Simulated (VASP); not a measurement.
# Al32H in VASP: notebook, part 2 of 2

VASP 6.6.1. The steps go on from the part before.

## Step 3: Single point, PBE+D3(BJ)

Contents of INCAR:

```
PREC     = Accurate       # precision mode
ENCUT    = 520            # plane-wave cutoff, eV
EDIFF    = 1E-7           # SCF threshold, eV
ISMEAR   = 0              # smearing method
SIGMA    = 0.1            # smearing width, eV
LREAL    = Auto         
LASPH    = True           # aspherical terms in the spheres
NELM     = 100            # most SCF steps
ALGO     = Normal         # electronic algorithm
ISIF     = 2              # what is computed and relaxed
LWAVE    = False          # write WAVECAR
LCHARG   = False          # write CHGCAR
LDIPOL   = True         
IDIPOL   = 3            
DIPOL    = 0.5 0.5 0.370
GGA      = PE             # functional
IVDW     = 12             # dispersion correction
NBANDS   = 70             # bands
```

Contents of KPOINTS:

```
regular mesh
0
Gamma
  6 6 1
```

Contents of POSCAR:

```
Al32H
1.0
    5.6288445222      0.0000000000      0.0000000000
   -2.8144222611      4.8747223502      0.0000000000
    0.0000000000      0.0000000000     33.5549453352
Al H
32 1
Direct
    0.1666666667      0.3333333333      0.1192074658
    0.1666666667      0.8333333333      0.1192074658
    0.6666666667      0.3333333333      0.1192074658
    0.6666666667      0.8333333333      0.1192074658
    0.0000000000      0.0000000000      0.1880575786
    0.0000000000      0.5000000000      0.1880575786
    0.5000000000      0.0000000000      0.1880575786
    0.5000000000      0.5000000000      0.1880575786
    0.3333333333      0.1666666667      0.2569076914
    0.3333333333      0.6666666667      0.2569076914
    0.8333333333      0.1666666667      0.2569076914
    0.8333333333      0.6666666667      0.2569076914
    0.0000000000      0.0000000000      0.3257578042
    0.0000000000      0.5000000000      0.3257578042
    0.5000000000      0.0000000000      0.3257578042
    0.5000000000      0.5000000000      0.3257578042
    0.1666666667      0.3333333333      0.3941383343
    0.1666666667      0.8333333333      0.3941383343
    0.6666666667      0.3333333333      0.3941383343
    0.6666666667      0.8333333333      0.3941383343
    0.0000000000      0.0000000000      0.4632563468
    0.0000000000      0.5000000000      0.4632563468
    0.5000000000      0.0000000000      0.4632563468
    0.5000000000      0.5000000000      0.4632563468
    0.3333333333      0.1666666667      0.5326957441
    0.3333333333      0.6666666667      0.5326957441
    0.8333333333      0.1666666667      0.5326957441
    0.8333333333      0.6666666667      0.5326957441
    0.0000000000      0.0000000000      0.6036351761
    0.0000000000      0.5000000000      0.6036351761
    0.5000000000      0.0000000000      0.6036351761
    0.5000000000      0.5000000000      0.6036351761
    0.1666666667      0.3333333333      0.6781398422
```

Potentials or basis: VASP PAW PBE potentials, release 64 (Al, H).

Launch:

```console
$ cat potpaw_PBE.64/Al/POTCAR potpaw_PBE.64/H/POTCAR > POTCAR
$ mpirun -np 1 vasp_std > vasp.out
```

OUTCAR:

```text
PREC = Accurate
   ENCUT = 520
   EDIFF = 1E-7
   ISMEAR = 0
   LREAL = Auto
   LASPH = True
   NELM = 100
   ISIF = 2
   GGA = PE
   IVDW = 12
 IVDW          = 12

 ion  position               nearest neighbor table
   1  0.167  0.333  0.119-   3 2.81   3 2.81   4 2.81   2 2.81   2 2.81   4 2.81   8 2.82   5 2.82
                             6 2.82
   2  0.167  0.833  0.119-   4 2.81   4 2.81   1 2.81   1 2.81   3 2.81   3 2.81   7 2.82   6 2.82
                             5 2.82
   3  0.667  0.333  0.119-   1 2.81   1 2.81   4 2.81   4 2.81   2 2.81   2 2.81   6 2.82   7 2.82
                             8 2.82
   4  0.667  0.833  0.119-   2 2.81   2 2.81   3 2.81   3 2.81   1 2.81   1 2.81   5 2.82   8 2.82
                             7 2.82
   5  0.000  0.000  0.188-   7 2.81   7 2.81   8 2.81   6 2.81   6 2.81   8 2.81   9 2.82   4 2.82
                            12 2.82   1 2.82   2 2.82  11 2.82
   6  0.000  0.500  0.188-   8 2.81   8 2.81   5 2.81   5 2.81   7 2.81   7 2.81  10 2.82   3 2.82
                            11 2.82   2 2.82  12 2.82   1 2.82
   7  0.500  0.000  0.188-   5 2.81   5 2.81   8 2.81   8 2.81   6 2.81   6 2.81  11 2.82   2 2.82
                             3 2.82  10 2.82   9 2.82   4 2.82
   8  0.500  0.500  0.188-   6 2.81   6 2.81   7 2.81   7 2.81   5 2.81   5 2.81  12 2.82   1 2.82
                             4 2.82   9 2.82   3 2.82  10 2.82
   9  0.333  0.167  0.257-  11 2.81  11 2.81  12 2.81  10 2.81  10 2.81  12 2.81  13 2.82   5 2.82
[... 32 lines left out ...]
                            23 2.84  29 2.88  32 2.88  31 2.88
  26  0.333  0.667  0.533-  28 2.81  28 2.81  25 2.81  25 2.81  27 2.81  27 2.81  22 2.84  23 2.84
                            24 2.84  30 2.88  31 2.88  32 2.88
  27  0.833  0.167  0.533-  25 2.81  25 2.81  28 2.81  28 2.81  26 2.81  26 2.81  23 2.84  22 2.84
                            21 2.84  31 2.88  30 2.88  29 2.88
  28  0.833  0.667  0.533-  26 2.81  26 2.81  27 2.81  27 2.81  25 2.81  25 2.81  24 2.84  21 2.84
                            22 2.84  32 2.88  29 2.88  30 2.88
  29  0.000  0.000  0.604-  31 2.81  31 2.81  32 2.81  30 2.81  30 2.81  32 2.81  25 2.88  28 2.88
                            27 2.88
  30  0.000  0.500  0.604-  32 2.81  32 2.81  29 2.81  29 2.81  31 2.81  31 2.81  26 2.88  27 2.88
                            28 2.88
  31  0.500  0.000  0.604-  29 2.81  29 2.81  32 2.81  32 2.81  30 2.81  30 2.81  27 2.88  26 2.88
                            25 2.88
  32  0.500  0.500  0.604-  30 2.81  30 2.81  31 2.81  31 2.81  29 2.81  29 2.81  28 2.88  25 2.88
[... 229 lines left out ...]

 Free energy of the ion-electron system (eV)
  ---------------------------------------------------
  ext. energy  EPLUGINS =         0.00000000
  ---------------------------------------------------
  free energy    TOTEN  =      -118.13942398 eV

  energy without entropy =     -118.08808741  energy(sigma->0) =     -118.11375570

 E-fermi :   2.5057     XC(G=0):  -6.3782

 val. band max:        2.4579110424   @ k =   0.3333   0.1667   0.0000
 cond. band min:       2.5092178246   @ k =   0.3333   0.3333   0.0000
 fundamental gap:      0.0513067822
 Fermi energy:         2.5056892873

 k-point     1 :       0.0000    0.0000    0.0000
  band No.  band energies     occupation
      1      -8.7222      2.00000
      2      -8.4048      2.00000
      3      -7.9234      2.00000
      4      -7.2442      2.00000
      5      -6.4135      2.00000
      6      -5.4019      2.00000
[... 430 lines left out ...]
     59       5.1667      0.00000
     60       5.1968      0.00000
 [bands above 60 left out]

------------------------ aborting loop because EDIFF is reached ----------------------------------------

 vacuum level on the upper side and lower side of the slab       (xc-potential included)         0.696        -0.790

 Edisp (eV)   -9.84853

 E8    (eV) :    -4.4680

  FORCE on cell =-STRESS in cart. coord.  units (eV):
  Direction    XX          YY          ZZ          XY          YZ          ZX
  --------------------------------------------------------------------------------------
  -------------------------------------------------------------------------------------
  Total      -4.67274    -4.67274    -3.07877     0.00000    -0.00000     0.00000
  in kB      -8.13124    -8.13124    -5.35749     0.00000    -0.00000     0.00000
  external pressure =       -7.21 kB  Pullay stress =        0.00 kB

 VOLUME and BASIS-vectors are now :
 -----------------------------------------------------------------------------
  energy-cutoff  :      520.00
  volume of cell :      920.72
      direct lattice vectors                 reciprocal lattice vectors
     5.628844522  0.000000000  0.000000000     0.177656355  0.102569944  0.000000000
    -2.814422261  4.874722350  0.000000000     0.000000000  0.205139889  0.000000000
     0.000000000  0.000000000 33.554945335     0.000000000  0.000000000  0.029801866

 POSITION                                       TOTAL-FORCE (eV/Angst)
 -----------------------------------------------------------------------------------
      0.00000      1.62491      4.00000        -0.000000     -0.000000     -0.086267
     -1.40721      4.06227      4.00000        -0.004809     -0.002777     -0.093241
      2.81442      1.62491      4.00000         0.000000      0.005553     -0.093241
      1.40721      4.06227      4.00000         0.004809     -0.002777     -0.093241
      0.00000      0.00000      6.31026        -0.000000      0.000597      0.083042
     -1.40721      2.43736      6.31026         0.000517     -0.000298      0.083042
[... 25 lines left out ...]
      1.40721      2.43736     20.25495        -0.063678     -0.036765      0.423312
      0.00000      1.62491     22.75495        -0.000000     -0.000000     -1.270344
 -----------------------------------------------------------------------------------
    total drift:                               -0.000000      0.000000      0.016750

  FREE ENERGIE OF THE ION-ELECTRON SYSTEM (eV)
  ---------------------------------------------------
  free  energy   TOTEN  =      -127.9879540688 eV

  energy  without entropy=     -127.9366174921  energy(sigma->0) =     -127.96228578

 vacuum level on the upper side and lower side of the slab         8.088         6.572
```

It took 30 min on 1 thread of Intel Xeon 8259CL, shared host; peak memory 0.98 GiB.

What came out:

| Item | Value |
| --- | --- |
| Free energy | -127.9880 eV |
| Largest force | 1.270 eV/Å |
| Band gap on the k mesh | zero (an odd number of electrons rules out a gap without spin polarisation) |
| Dispersion energy per atom | -0.298 eV |

Forces on the atoms (eV/Å):
```
Al   0.000  0.000 -0.086
Al  -0.005 -0.003 -0.093
Al   0.000  0.006 -0.093
Al   0.005 -0.003 -0.093
Al   0.000  0.001  0.083
Al   0.001  0.000  0.083
Al   0.000  0.000  0.074
Al  -0.001  0.000  0.083
Al   0.005 -0.003  0.014
Al   0.000  0.006  0.014
Al  -0.005 -0.003  0.014
Al   0.000  0.000 -0.018
Al   0.000 -0.002  0.011
Al  -0.002  0.001  0.011
Al   0.000  0.000 -0.012
Al   0.002  0.001  0.011
Al   0.000  0.000  0.007
Al  -0.001  0.000  0.039
Al   0.000  0.001  0.039
Al   0.001  0.000  0.039
Al   0.000  0.035 -0.029
Al   0.030 -0.018 -0.029
Al   0.000  0.000  0.062
Al  -0.030 -0.018 -0.029
Al  -0.013  0.007 -0.030
Al   0.000 -0.015 -0.030
Al   0.013  0.007 -0.030
Al   0.000  0.000 -0.029
Al   0.000  0.074  0.423
Al   0.064 -0.037  0.423
Al   0.000  0.000  0.017
Al  -0.064 -0.037  0.423
H    0.000  0.000 -1.270
```

## Step 4: Single point, PBE+D3(BJ)

Contents of INCAR:

```
  PREC = Accurate
  ENCUT = 520
  EDIFF = 1E-6
  ISMEAR = 0
  SIGMA = 0.1
  LREAL = Auto
  LASPH = True
  NELM = 60
  ALGO = Normal
  ISIF = 2
  LWAVE = False
  LCHARG = False
  LDIPOL = True
  IDIPOL = 3
  DIPOL = 0.5 0.5 0.370
  GGA = PE
  IVDW = 12
  NBANDS = 70
```

Contents of KPOINTS:

```
Automatic mesh
0
Gamma
  6 6 1
```

POSCAR, as its differences from that of step 3:

```diff
@@ -40,2 +40,2 @@
     0.5000000000      0.5000000000      0.6036351761
-    0.1666666667      0.3333333333      0.6781398422
+    0.3333333333      0.1666666667      0.6781398422
```

Launch:

```console
$ cat potpaw_PBE.64/Al/POTCAR potpaw_PBE.64/H/POTCAR > POTCAR
$ mpirun -np 1 vasp_std > vasp.out
```

Run time: 25 min. Hardware: 1 thread of Intel Xeon 8259CL, shared host; peak memory 0.97 GiB.

It converged, with:

```yaml
Free_energy: -127.9823 eV
Largest_force: 1.254 eV/Å
Band_gap_on_the_k_mesh: zero (an odd number of electrons rules out a gap without spin polarisation)
Dispersion_energy_per_atom: -0.298 eV
```

Forces on the atoms (eV/Å):
```
Al  -0.015  0.009 -0.088
Al   0.000 -0.018 -0.088
Al   0.015  0.009 -0.088
Al   0.000  0.000 -0.096
Al  -0.004 -0.002  0.081
Al   0.000  0.000  0.073
Al   0.004 -0.002  0.081
Al   0.000  0.004  0.081
Al   0.000  0.000  0.031
Al   0.008  0.004  0.003
Al   0.000 -0.009  0.003
Al  -0.008  0.004  0.003
Al   0.024  0.014  0.009
Al   0.000  0.000 -0.007
Al  -0.024  0.014  0.009
Al   0.000 -0.028  0.009
Al   0.017 -0.010  0.022
Al   0.000  0.020  0.022
Al  -0.017 -0.010  0.022
Al   0.000  0.000  0.035
Al   0.038  0.022 -0.009
Al   0.000  0.000  0.011
Al  -0.038  0.022 -0.009
Al   0.000 -0.043 -0.009
Al   0.000  0.000  0.055
Al  -0.027 -0.016 -0.075
Al   0.000  0.032 -0.075
Al   0.027 -0.016 -0.075
Al   0.141  0.081  0.448
Al   0.000  0.000 -0.024
Al  -0.141  0.081  0.448
Al   0.000 -0.162  0.448
H    0.000  0.000 -1.254
```

Levels at points of the mesh, in eV from the Fermi level:
```csv
k point,band 46,band 47,band 48,band 49,band 50,band 51
"(0.00, 0.00, 0.00)",-1.71,-1.11,-0.76,-0.76,-0.76,-0.61
"(0.50, 0.00, 0.00)",-0.18,-0.10,0.07,0.07,0.42,0.45
```

## Step 5: The runs side by side

| cell | gap on the mesh (eV) | largest force (eV/Å) |
| --- | --- | --- |
| as given, atomic positions A | none | 1.61 |
| as given, atomic positions B | none | 1.27 |
| as given, atomic positions C | none | 1.25 |

Alike in all rows: task single point; level PBE+D3(BJ); potentials or basis VASP PAW PBE potentials, release 64 (Al, H); no spin polarisation; k mesh 6 × 6 × 1; cutoff (eV) 520; smearing gaussian 0.1 eV.

Absolute energies hang on the potentials; compare differences alone.

The gap in the log of VASP goes by the Fermi energy; the results here count the filled bands.